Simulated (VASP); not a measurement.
# BiCl3O (Pm-3m) in VASP: a series of runs

The runs below take BiCl3O through single point, relaxation of cell and atoms, with PBE.

Program: VASP 6.6.1. These are calculated values, not measurements. Logs are shortened: lines on timing, memory, paths and dates and some standing lists are left out, and cuts for length are marked.

### Step 1. The cell of the first run

Symmetry: Pm-3m, No. 221, cubic system. The conventional cell has a = 5.385 Å, b = 5.385 Å, c = 5.385 Å, α = 90.00°, β = 90.00°, γ = 90.00°. Bi (site symmetry m-3m) has 6 Cl at 2.69 Å within 3.5 Å. Cl (site symmetry 4/mmm) has 2 Bi at 2.69 Å within 3.5 Å. Within 5.0 Å of O (site symmetry m-3m) lie 12 Cl at 3.81 Å and 8 Bi at 4.66 Å.

The cell was generated, and may not be a known phase.

### Step 2. Single point, PBE

The input, INCAR:

```
SYSTEM = BiCl3O
PREC     = Accurate       ! precision mode
ENCUT    = 520            ! plane-wave cutoff, eV
EDIFF    = 1E-7           ! SCF threshold, eV
ISMEAR   = 0              ! smearing method
SIGMA    = 0.1            ! smearing width, eV
LREAL    = .FALSE.        ! projectors in reciprocal space
LASPH    = .TRUE.         ! aspherical terms in the spheres
NELM     = 80             ! most SCF steps
ALGO     = Normal         ! electronic algorithm
ISIF     = 2              ! what is computed and relaxed
LWAVE    = .FALSE.        ! write WAVECAR
LCHARG   = .FALSE.        ! write CHGCAR
GGA      = PE             ! functional
NBANDS   = 29             ! bands
```

The input, KPOINTS:

```
regular mesh
0
G
  4 4 4
  0 0 0
```

The input, POSCAR:

```
BiCl3O
1.0
    5.3845959526      0.0000000000      0.0000000000
    0.0000000000      5.3845959526      0.0000000000
    0.0000000000      0.0000000000      5.3845959526
Bi Cl O
1 3 1
Direct
    0.5000000000      0.5000000000      0.5000000000
    0.0000000000      0.5000000000      0.5000000000
    0.5000000000      0.0000000000      0.5000000000
    0.5000000000      0.5000000000      0.0000000000
    0.0000000000      0.0000000000      0.0000000000
```

Potentials or basis: VASP PAW PBE potentials, release 64 (Bi_d, Cl, O).

Started as:

```bash
$ cat potpaw_PBE.64/Bi_d/POTCAR potpaw_PBE.64/Cl/POTCAR potpaw_PBE.64/O/POTCAR > POTCAR
$ mpirun -np 1 vasp_std > vasp.out
```

OUTCAR:

```text
SYSTEM = BiCl3O
   PREC = Accurate
   ENCUT = 520
   EDIFF = 1E-7
   ISMEAR = 0
   LREAL = .FALSE.
   LASPH = .TRUE.
   NELM = 80
   ISIF = 2
   GGA = PE

 ion  position               nearest neighbor table
   1  0.500  0.500  0.500-   2 2.69   3 2.69   4 2.69   4 2.69   3 2.69   2 2.69
   2  0.000  0.500  0.500-   1 2.69   1 2.69
   3  0.500  0.000  0.500-   1 2.69   1 2.69
   4  0.500  0.500  0.000-   1 2.69   1 2.69
   5  0.000  0.000  0.000-

  LATTYP: Found a simple cubic cell.
 ALAT       =     5.3845959526

  Lattice vectors:

 A1 = (   5.3845959526,   0.0000000000,   0.0000000000)
 A2 = (   0.0000000000,   5.3845959526,   0.0000000000)
 A3 = (   0.0000000000,   0.0000000000,   5.3845959526)

Analysis of symmetry for initial positions (statically):
=====================================================================
 Subroutine PRICEL returns:
 Original cell was already a primitive cell.

 Routine SETGRP: Setting up the symmetry group for a
 simple cubic supercell.

 Subroutine GETGRP returns: Found 48 space group operations
 (whereof 48 operations were pure point group operations)
 out of a pool of 48 trial point group operations.

The static configuration has the point symmetry O_h .

Analysis of symmetry for dynamics (positions and initial velocities):
=====================================================================
 Subroutine PRICEL returns:
 Original cell was already a primitive cell.

 Routine SETGRP: Setting up the symmetry group for a
 simple cubic supercell.

 Subroutine GETGRP returns: Found 48 space group operations
 (whereof 48 operations were pure point group operations)
 out of a pool of 48 trial point group operations.

The dynamic configuration has the point symmetry O_h .

 Subroutine INISYM returns: Found 48 space group operations
 (whereof 48 operations are pure point group operations),
 and found     1 'primitive' translations

----------------------------------------------------------------------------------------

                                     Primitive cell

  volume of cell :     156.1203

  direct lattice vectors                    reciprocal lattice vectors
     5.384595953  0.000000000  0.000000000     0.185714956  0.000000000  0.000000000
     0.000000000  5.384595953  0.000000000     0.000000000  0.185714956  0.000000000
     0.000000000  0.000000000  5.384595953     0.000000000  0.000000000  0.185714956

  length of vectors
     5.384595953  5.384595953  5.384595953     0.185714956  0.185714956  0.185714956

  position of ions in fractional coordinates (direct lattice)
     0.500000000  0.500000000  0.500000000
     0.000000000  0.500000000  0.500000000
     0.500000000  0.000000000  0.500000000
     0.500000000  0.500000000  0.000000000
     0.000000000  0.000000000  0.000000000

  ion indices of the primitive-cell ions
   primitive index   ion index
                 1           1
                 2           2
                 3           3
                 4           4
                 5           5

----------------------------------------------------------------------------------------

 KPOINTS: regular mesh

Automatic generation of k-mesh.
 Grid dimensions read from file:
 generate k-points for:    4    4    4

 Generating k-lattice:

  Cartesian coordinates                     Fractional coordinates (reciprocal lattice)
     0.046428739  0.000000000  0.000000000     0.250000000  0.000000000  0.000000000
     0.000000000  0.046428739  0.000000000     0.000000000  0.250000000  0.000000000
     0.000000000  0.000000000  0.046428739     0.000000000  0.000000000  0.250000000

  Length of vectors
     0.046428739  0.046428739  0.046428739

  Shift w.r.t. Gamma in fractional coordinates (k-lattice)
     0.000000000  0.000000000  0.000000000

 Subroutine IBZKPT returns following result:
 ===========================================

 Found     10 irreducible k-points:

 Following reciprocal coordinates:
            Coordinates               Weight
  0.000000  0.000000  0.000000      1.000000
  0.250000  0.000000  0.000000      6.000000
  0.500000  0.000000  0.000000      3.000000
  0.250000  0.250000  0.000000     12.000000
  0.500000  0.250000  0.000000     12.000000
  0.500000  0.500000  0.000000      3.000000
  0.250000  0.250000  0.250000      8.000000
  0.500000  0.250000  0.250000     12.000000
  0.500000  0.500000  0.250000      6.000000
  0.500000  0.500000  0.500000      1.000000
   k-points           NKPTS =     10   k-points in BZ     NKDIM =     10   number of bands    NBANDS=     29
   number of dos      NEDOS =    301   number of ions     NIONS =      5
   total plane-waves  NPLWV =  64000
   dimension x,y,z NGX =    40 NGY =   40 NGZ =   40
   dimension x,y,z NGXF=    80 NGYF=   80 NGZF=   80
   ions per type =               1   3   1
   NGX,Y,Z   is equivalent  to a cutoff of  12.35, 12.35, 12.35 a.u.
   NGXF,Y,Z  is equivalent  to a cutoff of  24.70, 24.70, 24.70 a.u.
 SYSTEM =  BiCl3O
   PREC   = accura    normal or accurate (medium, high low for compatibility)
   ISTART =      0    job   : 0-new  1-cont  2-samecut
   ICHARG =      2    charge: 1-file 2-atom 10-const
   ISPIN  =      1    spin polarized calculation?
   LNONCOLLINEAR =      F non collinear calculations
   LSORBIT =      F    spin-orbit coupling
   LASPH  =      T    aspherical Exc in radial PAW
   ENCUT  =  520.0 eV  38.22 Ry    6.18 a.u.  10.01 10.01 10.01*2*pi/ulx,y,z
   NELM   =     80;   NELMIN=  2; NELMDL= -5     # of ELM steps
   EDIFF  = 0.1E-06   stopping-criterion for ELM
   LREAL  =      F    real-space projection
   EDIFFG = 0.1E-05   stopping-criterion for IOM
   NSW    =      0    number of steps for IOM
   IBRION =     -1    ionic relax: 0-MD 1-quasi-New 2-CG
   NFREE  =      0    steps in history (QN), initial steepest desc. (CG)
   ISIF   =      2    stress and relaxation
   ISYM   =      2    0-nonsym 1-usesym 2-fastsym
   POTIM  = 0.5000    time-step for ionic-motion
   TEBEG  =    0.0;   TEEND  =   0.0 temperature during run
   PSTRESS=    0.0 pullay stress
   NELECT =      42.0000    total number of electrons
   NUPDOWN=      -1.0000    fix difference up-down
   EMIN   =  10.00;   EMAX   =-10.00  energy-range for DOS
   EFERMI =   0.00;   METHOD = LEGACY
   ISMEAR =     0;   SIGMA  =   0.10  broadening in eV -4-tet -1-fermi 0-gaus
   EFERMI_NEDOS =   21; number of points for ismear=-14 and -15
   IALGO  =     38    algorithm
   IMIX   =      4    mixing-type and parameters
     AMIX     =   0.40;   BMIX     =  1.00
     AMIX_MAG =   1.60;   BMIX_MAG =  1.00
  volume/ion in A,a.u.               =      31.22       210.71
  Fermi-wavevector in a.u.,A,eV,Ry     =   1.056829  1.997118 15.196183  1.116888
  Thomas-Fermi vector in A             =   2.192079
   LORBIT       =      0    0 simple, 1 ext, 2 COOP (PROOUT), +10 PAW based schemes
   GGA     = PE    functional components
   LHFCALC =     F    Hartree Fock is set to
   AEXX    =    0.0000 exact exchange contribution
   IVDW    =     0    specifies the selected vdW correction
   LEPSILON=     F    determine dielectric tensor
   LRPA    =     F    only Hartree local field effects (RPA)
 non-spin polarized calculation
 Gauss-broadening in eV      SIGMA  =   0.10
  energy-cutoff  :      520.00
  volume of cell :      156.12
 maximum number of plane-waves:      4224
   NGX = 21   NGY = 21   NGZ = 21

 number of electron      42.0000004 magnetization

 Free energy of the ion-electron system (eV)
  ---------------------------------------------------
  ext. energy  EPLUGINS =         0.00000000
  ---------------------------------------------------
  free energy    TOTEN  =       -13.44788887 eV

  energy without entropy =      -13.30869757  energy(sigma->0) =      -13.37829322

 E-fermi :  -0.8163     XC(G=0):  -7.5453

 val. band max:       -0.8172585642   @ k =   0.5000   0.5000   0.2500
 cond. band min:      -0.8159879890   @ k =   0.2500   0.2500   0.2500
 fundamental gap:      0.0012705752
 Fermi energy:        -0.8162794652

 k-point     1 :       0.0000    0.0000    0.0000
  band No.  band energies     occupation
      1     -23.4646      2.00000
      2     -23.4646      2.00000
      3     -23.4015      2.00000
      4     -23.4015      2.00000
      5     -23.4015      2.00000
      6     -15.7872      2.00000
[... 21 lines left out ...]
     28       7.3692      0.00000
     29       7.3692      0.00000

 k-point     2 :       0.2500    0.0000    0.0000
  band No.  band energies     occupation
      1     -23.4646      2.00000
      2     -23.4583      2.00000
      3     -23.4017      2.00000
      4     -23.4017      2.00000
      5     -23.4015      2.00000
      6     -15.7790      2.00000
[... 21 lines left out ...]
     28       8.1483      0.00000
     29       8.1490      0.00000

 k-point     3 :       0.5000    0.0000    0.0000
  band No.  band energies     occupation
      1     -23.4646      2.00000
      2     -23.4518      2.00000
      3     -23.4019      2.00000
      4     -23.4019      2.00000
      5     -23.4014      2.00000
      6     -15.7722      2.00000
[... 21 lines left out ...]
     28       7.7891      0.00000
     29       8.8923      0.00000

 k-point     4 :       0.2500    0.2500    0.0000
  band No.  band energies     occupation
      1     -23.4615      2.00000
      2     -23.4550      2.00000
      3     -23.4019      2.00000
      4     -23.4017      2.00000
      5     -23.4017      2.00000
      6     -15.7747      2.00000
[... 149 lines left out ...]
     28       8.8511      0.00000
     29       9.0702      0.00000

 k-point     9 :       0.5000    0.5000    0.2500
  band No.  band energies     occupation
      1     -23.4518      2.00000
      2     -23.4453      2.00000
      3     -23.4023      2.00000
      4     -23.4021      2.00000
      5     -23.4021      2.00000
      6     -15.7692      2.00000
[... 21 lines left out ...]
     28       9.0588      0.00000
     29       9.8722      0.00000

 k-point    10 :       0.5000    0.5000    0.5000
  band No.  band energies     occupation
      1     -23.4453      2.00000
      2     -23.4453      2.00000
      3     -23.4023      2.00000
      4     -23.4023      2.00000
      5     -23.4023      2.00000
      6     -15.7688      2.00000
[... 21 lines left out ...]
     28       9.4031      0.00000
     29       9.4031      0.00000

------------------------ aborting loop because EDIFF is reached ----------------------------------------

  FORCE on cell =-STRESS in cart. coord.  units (eV):
  Direction    XX          YY          ZZ          XY          YZ          ZX
  --------------------------------------------------------------------------------------
  -------------------------------------------------------------------------------------
  Total        0.1949975      0.1949975      0.1949975      0.0000000      0.0000000     -0.0000000
  in kB        2.0011526      2.0011526      2.0011526      0.0000000      0.0000000     -0.0000000
  external PRESSURE =       2.0011526 kB  Pullay stress =       0.0000000 kB

 VOLUME and BASIS-vectors are now :
 -----------------------------------------------------------------------------
  energy-cutoff  :      520.00
  volume of cell :      156.12
      direct lattice vectors                 reciprocal lattice vectors
     5.384595953  0.000000000  0.000000000     0.185714956  0.000000000  0.000000000
     0.000000000  5.384595953  0.000000000     0.000000000  0.185714956  0.000000000
     0.000000000  0.000000000  5.384595953     0.000000000  0.000000000  0.185714956

 POSITION                                       TOTAL-FORCE (eV/Angst)
 -----------------------------------------------------------------------------------
      2.69230      2.69230      2.69230         0.000000      0.000000      0.000000
      0.00000      2.69230      2.69230         0.000000      0.000000      0.000000
      2.69230      0.00000      2.69230         0.000000      0.000000      0.000000
      2.69230      2.69230      0.00000         0.000000      0.000000      0.000000
      0.00000      0.00000      0.00000         0.000000      0.000000      0.000000
 -----------------------------------------------------------------------------------
    total drift:                               -0.000000      0.000000     -0.000000

  FREE ENERGIE OF THE ION-ELECTRON SYSTEM (eV)
  ---------------------------------------------------
  free  energy   TOTEN  =       -13.4478888655 eV

  energy  without entropy=      -13.3086975672  energy(sigma->0) =      -13.37829322
```

It took 41 s on 1 thread of Intel Xeon Platinum 8259CL at 2.50GHz (Skylake/Cascade Lake), shared host; peak memory 0.25 GiB.

What came out:

* Free energy: -13.4479 eV
* Pressure: 0.2 GPa
* Band gap on the k mesh: zero (bands 21 and 22 overlap by 0.06 eV)

Caveat: spin-orbit coupling is left out, which moves the levels of the heavy elements.

### Step 3. Relaxation of cell and atoms, PBE

This run uses another cell than the first one, of 22.66 Å³/atom.

The input, INCAR:

```
SYSTEM = BiCl3O
  PREC = Accurate
  ENCUT = 600
  EDIFF = 1E-6
  ISMEAR = 0
  SIGMA = 0.1
  LREAL = .False.
  LASPH = .True.
  NELM = 80
  ALGO = Normal
  ISIF = 3
  LWAVE = .False.
  LCHARG = .False.
  GGA = PE
  IBRION = 2
  NSW = 90
  EDIFFG = -0.04
```

The input, KPOINTS:

```
Automatic mesh
0
Gamma
  4 4 4
  0 0 0
```

POSCAR, as its differences from that of step 2:

```diff
@@ -2,5 +2,5 @@
 1.0
-    5.3845959526      0.0000000000      0.0000000000
-    0.0000000000      5.3845959526      0.0000000000
-    0.0000000000      0.0000000000      5.3845959526
+    4.8387437900      0.0000000000      0.0000000000
+    0.0000000000      4.8387437900      0.0000000000
+    0.0000000000      0.0000000000      4.8387437900
 Bi Cl O
```

Potentials or basis: VASP PAW PBE potentials, release 64 (Bi_d, Cl, O).

Started as:

```bash
$ cat potpaw_PBE.64/Bi_d/POTCAR potpaw_PBE.64/Cl/POTCAR potpaw_PBE.64/O/POTCAR > POTCAR
$ mpirun -np 1 vasp_std > vasp.out
```

Wall time 98 s (1 thread of Intel Xeon Platinum 8259CL at 2.50GHz (Skylake/Cascade Lake), shared host); peak memory 0.26 GiB.

The run converged. Its results:

```yaml
Free_energy: -13.4285 eV
Relaxed_volume: 31.40 Å³/atom
Relaxed_cell: a = 5.395 Å, b = 5.395 Å, c = 5.395 Å, α = 90.00°, β = 90.00°, γ = 90.00°
Space_group_after_relaxing_to_0.1_Å: Pm-3m (No. 221)
Energy_gained_by_relaxing: 396.7 meV/atom
Ionic_steps: 4
Pressure_after_relaxing: 0.0 GPa
Band_gap_on_the_k_mesh: zero (bands 21 and 22 overlap by 0.06 eV)
```

The path:
```
step  energy change (eV)  largest force (eV/Å)  pressure (GPa)  volume (Å³)
   1              0.0000                0.0000           19.87       113.29
   2             -1.9381                0.0000           -1.56       165.89
   3             -1.9815                0.0000            0.38       154.98
   4             -1.9836                0.0000           -0.03       156.98
```

Final structure:
```xyz
5
Lattice="5.3945 0.0000 0.0000 0.0000 5.3945 0.0000 0.0000 0.0000 5.3945" Properties=species:S:1:pos:R:3 pbc="T T T"
Bi    2.6973    2.6973    2.6973
Cl    0.0000    2.6973    2.6973
Cl    2.6973    0.0000    2.6973
Cl    2.6973    2.6973    0.0000
O     0.0000    0.0000    0.0000
```

Levels at points of the mesh, in eV from the Fermi level:
| k point | band 20 | band 21 | band 22 | band 23 | band 24 | band 25 |
| --- | --- | --- | --- | --- | --- | --- |
| (0.00, 0.00, 0.00) | 0.02 | 0.02 | 0.02 | 6.69 | 6.69 | 6.84 |
| (0.50, 0.00, 0.00) | -0.13 | -0.04 | -0.04 | 2.93 | 6.12 | 6.12 |
| (0.50, 0.50, 0.00) | -0.11 | -0.03 | -0.03 | 2.42 | 2.42 | 5.63 |
| (0.50, 0.50, 0.50) | 0.02 | 0.02 | 0.63 | 1.85 | 1.85 | 1.85 |

Caveat: the volume moved by over 15 % at a fixed basis, so the end points are rough; spin-orbit coupling is left out, which moves the levels of the heavy elements.
